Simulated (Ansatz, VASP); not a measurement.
## Re in VASP and in Ansatz

```
CELL_PARAMETERS angstrom
0.00000 2.02076 2.02076
2.02076 0.00000 2.02076
2.02076 2.02076 0.00000
ATOMIC_POSITIONS crystal
Re 0.00000 0.00000 0.00000
```

Alike in both runs: task single point; functional PBE; k mesh 18 × 18 × 18; occupations gaussian, width 0.1 eV; no spin polarisation.

|  | VASP | Ansatz |
| --- | --- | --- |
| version | VASP 6.6.1 | Ansatz 0.2.0 |
| potentials or method | VASP PAW PBE potentials, release 64 (Re), cutoff 520 eV | scalar-relativistic, plane waves, PAW |
| valence electrons in the cell | 7 | 15 |

|  | VASP | Ansatz | Ansatz less VASP |
| --- | --- | --- | --- |
| gap on the k mesh at the Fermi level (eV) | none | none | - |
| pressure (GPa) | -28.8 | -27.8 | +0.94 |

A gap of «none» marks a metal or a gap that the smearing closes. The functional is the same, so the differences come from potentials, cutoffs and numerics. VASP's potentials hold 7 valence electrons a cell and Ansatz's 15, so a difference there can come from the potentials and not from the codes.

Spin-orbit coupling is off throughout.
